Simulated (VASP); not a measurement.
# OH2 in VASP: settings compared

The runs below take OH2 through single point, with PBE+D3(BJ), RPBE, PBE.

All numbers are computed with VASP 6.6.1; they aren't measurements. Logs are shortened: lines on timing, memory, paths and dates and some standing lists are left out, and cuts for length are marked.

**1. The cell of the first run**

The cell holds a molecule in a box, 3 atoms: a = 12.000 Å, b = 12.500 Å, c = 13.000 Å, α = 90.00°, β = 90.00°, γ = 90.00°.

**2. Single point, PBE+D3(BJ)**

INCAR reads:

```
PREC = Accurate
ENCUT = 1000
EDIFF = 1E-6
ISMEAR = 0
SIGMA = 0.01
LREAL = F
LASPH = T
NELM = 120
ALGO = Normal
ISIF = 2
LWAVE = F
LCHARG = F
GGA = PE
IVDW = 12
NBANDS = 11
GGA_COMPAT = F
NELMDL = -8
```

KPOINTS reads:

```
regular mesh
0
Gamma
  1 1 1
```

POSCAR reads:

```
H2O
1.0
   12.0000000000      0.0000000000      0.0000000000
    0.0000000000     12.5000000000      0.0000000000
    0.0000000000      0.0000000000     13.0000000000
O H
1 2
Direct
    0.5000000000      0.5000000000      0.5229517360
    0.5000000000      0.5611373503      0.4770566512
    0.5000000000      0.4388626497      0.4770566512
```

Potentials or basis: VASP PAW PBE potentials, release 64 (O_h, H_h).

Command:

```console
> cat potpaw_PBE.64/O_h/POTCAR potpaw_PBE.64/H_h/POTCAR > POTCAR
> mpirun -np 1 vasp_gam > vasp.out
```

OUTCAR:

```text
PREC = Accurate
   ENCUT = 1000
   EDIFF = 1E-6
   ISMEAR = 0
   LREAL = F
   LASPH = T
   NELM = 120
   ISIF = 2
   GGA = PE
   IVDW = 12
   NELMDL = -8
 IVDW          = 12

 ion  position               nearest neighbor table
   1  0.500  0.500  0.523-   2 0.97   3 0.97
   2  0.500  0.561  0.477-   1 0.97
   3  0.500  0.439  0.477-   1 0.97

  LATTYP: Found a simple orthorhombic cell.
 ALAT       =    12.0000000000
 B/A-ratio  =     1.0416666667
 C/A-ratio  =     1.0833333333

  Lattice vectors:

 A1 = (  12.0000000000,   0.0000000000,   0.0000000000)
 A2 = (   0.0000000000,  12.5000000000,   0.0000000000)
 A3 = (   0.0000000000,   0.0000000000,  13.0000000000)

Analysis of symmetry for initial positions (statically):
=====================================================================
 Subroutine PRICEL returns:
 Original cell was already a primitive cell.

 Routine SETGRP: Setting up the symmetry group for a
 simple orthorhombic supercell.

 Subroutine GETGRP returns: Found  4 space group operations
 (whereof  4 operations were pure point group operations)
 out of a pool of  8 trial point group operations.

The static configuration has the point symmetry C_2v.

Analysis of symmetry for dynamics (positions and initial velocities):
=====================================================================
 Subroutine PRICEL returns:
 Original cell was already a primitive cell.

 Routine SETGRP: Setting up the symmetry group for a
 simple orthorhombic supercell.

 Subroutine GETGRP returns: Found  4 space group operations
 (whereof  4 operations were pure point group operations)
 out of a pool of  8 trial point group operations.

The dynamic configuration has the point symmetry C_2v.

 Subroutine INISYM returns: Found  4 space group operations
 (whereof  4 operations are pure point group operations),
 and found     1 'primitive' translations

----------------------------------------------------------------------------------------

                                     Primitive cell

  volume of cell :    1950.0000

  direct lattice vectors                    reciprocal lattice vectors
    12.000000000  0.000000000  0.000000000     0.083333333  0.000000000  0.000000000
     0.000000000 12.500000000  0.000000000     0.000000000  0.080000000  0.000000000
     0.000000000  0.000000000 13.000000000     0.000000000  0.000000000  0.076923077

  length of vectors
    12.000000000 12.500000000 13.000000000     0.083333333  0.080000000  0.076923077

  position of ions in fractional coordinates (direct lattice)
     0.500000000  0.500000000  0.522951736
     0.500000000  0.561137350  0.477056651
     0.500000000  0.438862650  0.477056651

  ion indices of the primitive-cell ions
   primitive index   ion index
                 1           1
                 2           2
                 3           3

----------------------------------------------------------------------------------------

 KPOINTS: regular mesh

Automatic generation of k-mesh.
 Grid dimensions read from file:
 generate k-points for:    1    1    1

 Generating k-lattice:

  Cartesian coordinates                     Fractional coordinates (reciprocal lattice)
     0.083333333  0.000000000  0.000000000     1.000000000  0.000000000  0.000000000
     0.000000000  0.080000000  0.000000000     0.000000000  1.000000000  0.000000000
     0.000000000  0.000000000  0.076923077     0.000000000  0.000000000  1.000000000

  Length of vectors
     0.083333333  0.080000000  0.076923077

  Shift w.r.t. Gamma in fractional coordinates (k-lattice)
     0.000000000  0.000000000  0.000000000

 Subroutine IBZKPT returns following result:
 ===========================================

 Found      1 irreducible k-points:

 Following reciprocal coordinates:
            Coordinates               Weight
  0.000000  0.000000  0.000000      1.000000
   k-points           NKPTS =      1   k-points in BZ     NKDIM =      1   number of bands    NBANDS=     11
   number of dos      NEDOS =    301   number of ions     NIONS =      3
   total plane-waves  NPLWV = ******
   dimension x,y,z NGX =   126 NGY =  140 NGZ =  140
   dimension x,y,z NGXF=   252 NGYF=  280 NGZF=  280
   ions per type =               1   2
   NGX,Y,Z   is equivalent  to a cutoff of  17.46, 18.62, 17.90 a.u.
   NGXF,Y,Z  is equivalent  to a cutoff of  34.91, 37.24, 35.81 a.u.
 SYSTEM =  unknown system
   PREC   = accura    normal or accurate (medium, high low for compatibility)
   ISTART =      0    job   : 0-new  1-cont  2-samecut
   ICHARG =      2    charge: 1-file 2-atom 10-const
   ISPIN  =      1    spin polarized calculation?
   LNONCOLLINEAR =      F non collinear calculations
   LSORBIT =      F    spin-orbit coupling
   LASPH  =      T    aspherical Exc in radial PAW
   ENCUT  = 1000.0 eV  73.50 Ry    8.57 a.u.  30.94 32.23 33.52*2*pi/ulx,y,z
   NELM   =    120;   NELMIN=  2; NELMDL= -8     # of ELM steps
   EDIFF  = 0.1E-05   stopping-criterion for ELM
   LREAL  =      F    real-space projection
   EDIFFG = 0.1E-04   stopping-criterion for IOM
   NSW    =      0    number of steps for IOM
   IBRION =     -1    ionic relax: 0-MD 1-quasi-New 2-CG
   NFREE  =      0    steps in history (QN), initial steepest desc. (CG)
   ISIF   =      2    stress and relaxation
   ISYM   =      2    0-nonsym 1-usesym 2-fastsym
   POTIM  = 0.5000    time-step for ionic-motion
   TEBEG  =    0.0;   TEEND  =   0.0 temperature during run
   PSTRESS=    0.0 pullay stress
   NELECT =       8.0000    total number of electrons
   NUPDOWN=      -1.0000    fix difference up-down
   EMIN   =  10.00;   EMAX   =-10.00  energy-range for DOS
   EFERMI =   0.00;   METHOD = LEGACY
   ISMEAR =     0;   SIGMA  =   0.01  broadening in eV -4-tet -1-fermi 0-gaus
   EFERMI_NEDOS =   21; number of points for ismear=-14 and -15
   IALGO  =     38    algorithm
   IMIX   =      4    mixing-type and parameters
     AMIX     =   0.40;   BMIX     =  1.00
     AMIX_MAG =   1.60;   BMIX_MAG =  1.00
  volume/ion in A,a.u.               =     650.00      4386.42
  Fermi-wavevector in a.u.,A,eV,Ry     =   0.262076  0.495251  0.934498  0.068684
  Thomas-Fermi vector in A             =   1.091609
   LORBIT       =      0    0 simple, 1 ext, 2 COOP (PROOUT), +10 PAW based schemes
   GGA     = PE    functional components
   LHFCALC =     F    Hartree Fock is set to
   AEXX    =    0.0000 exact exchange contribution
   IVDW    =    12    specifies the selected vdW correction
   LEPSILON=     F    determine dielectric tensor
   LRPA    =     F    only Hartree local field effects (RPA)
 non-spin polarized calculation
 Gauss-broadening in eV      SIGMA  =   0.01
  energy-cutoff  :     1000.00
  volume of cell :     1950.00
 maximum number of plane-waves:     70048
 NGX is ok and might be reduce to   126
   NGX = 61   NGY = 65   NGZ = 67

 number of electron       7.9999998 magnetization

 Free energy of the ion-electron system (eV)
  ---------------------------------------------------
  ext. energy  EPLUGINS =         0.00000000
  ---------------------------------------------------
  free energy    TOTEN  =       -14.29354388 eV

  energy without entropy =      -14.29354388  energy(sigma->0) =      -14.29354388

 E-fermi :  -7.1085     XC(G=0):  -0.2965

 val. band max:       -7.1738687194   @ k =   0.0000   0.0000   0.0000
 cond. band min:      -0.9395868166   @ k =   0.0000   0.0000   0.0000
 fundamental gap:      6.2342819028
 Fermi energy:        -7.1085319676

 k-point     1 :       0.0000    0.0000    0.0000
  band No.  band energies     occupation
      1     -25.2321      2.00000
      2     -13.0175      2.00000
      3      -9.2858      2.00000
      4      -7.1739      2.00000
      5      -0.9396      0.00000
      6       0.2310      0.00000
      7       0.5014      0.00000
      8       0.7142      0.00000
      9       0.8054      0.00000
     10       0.8796      0.00000
     11       0.9391      0.00000

------------------------ aborting loop because EDIFF is reached ----------------------------------------

 Edisp (eV)   -0.00981

 E8    (eV) :    -0.0023

  FORCE on cell =-STRESS in cart. coord.  units (eV):
  Direction    XX          YY          ZZ          XY          YZ          ZX
  --------------------------------------------------------------------------------------
  -------------------------------------------------------------------------------------
  Total      -0.01549     0.00189    -0.02717     0.00000     0.00000     0.00000
  in kB      -0.01273     0.00155    -0.02232     0.00000     0.00000     0.00000
  external pressure =       -0.01 kB  Pullay stress =        0.00 kB

 VOLUME and BASIS-vectors are now :
 -----------------------------------------------------------------------------
  energy-cutoff  :     1000.00
  volume of cell :     1950.00
      direct lattice vectors                 reciprocal lattice vectors
    12.000000000  0.000000000  0.000000000     0.083333333  0.000000000  0.000000000
     0.000000000 12.500000000  0.000000000     0.000000000  0.080000000  0.000000000
     0.000000000  0.000000000 13.000000000     0.000000000  0.000000000  0.076923077

 POSITION                                       TOTAL-FORCE (eV/Angst)
 -----------------------------------------------------------------------------------
      6.00000      6.25000      6.79837         0.000000      0.000000     -0.002146
      6.00000      7.01422      6.20174         0.000000      0.011965      0.001073
      6.00000      5.48578      6.20174         0.000000     -0.011965      0.001073
 -----------------------------------------------------------------------------------
    total drift:                                0.000000     -0.000000      0.000499

  FREE ENERGIE OF THE ION-ELECTRON SYSTEM (eV)
  ---------------------------------------------------
  free  energy   TOTEN  =       -14.3033565623 eV

  energy  without entropy=      -14.3033565623  energy(sigma->0) =      -14.30335656
```

It took 5 min on 1 thread of AMD EPYC 7R43 (Zen 3), shared host; peak memory 3.1 GiB.

Results:

```yaml
Free_energy: -14.3034 eV
Largest_force: 0.012 eV/Å
Gap_between_the_frontier_levels: 6.23 eV
Dispersion_energy_per_atom: -0.003 eV
```

Forces on the atoms (eV/Å):
```
O    0.000  0.000 -0.002
H    0.000  0.012  0.001
H    0.000 -0.012  0.001
```

Levels at points of the mesh, in eV from the valence-band top:
```
           k point  band 2  band 3  band 4  band 5  band 6  band 7
(0.00, 0.00, 0.00)   -5.84   -2.11    0.00    6.23    7.40    7.68
```

(Continued in part 2 of 2.)
